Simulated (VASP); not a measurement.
Input of a VASP 6.6.1 run:

Contents of INCAR:

```
PREC = Accurate
ENCUT = 500
EDIFF = 1E-6
ISMEAR = 1
SIGMA = 0.0895
LREAL = False
LASPH = True
NELM = 120
ALGO = Normal
ISIF = 2
LWAVE = False
LCHARG = False
GGA = PE
NBANDS = 11
GGA_COMPAT = False
```

The input KPOINTS:

```
regular mesh
0
Gamma
  10 10 10
```

The input POSCAR:

```
Si
1.0
    0.0000000000      2.7216000000      2.7216000000
    2.7216000000      0.0000000000      2.7216000000
    2.7216000000      2.7216000000      0.0000000000
Si
2
Direct
    0.5000000000      0.5000000000      0.5000000000
    0.7500000000      0.7500000000      0.7500000000
```

Potentials or basis: VASP PAW PBE potentials, release 64 (Si).

Command:

```console
$ cat potpaw_PBE.64/Si/POTCAR > POTCAR
$ mpirun -np 1 vasp_std > vasp.out
```

Problem. Predict the pressure.

Solution. 1.3 GPa.

Problem. Predict the band gap on the k mesh.

Solution. 0.59 eV (least direct gap 2.56 eV).

A k mesh can miss the band edges.
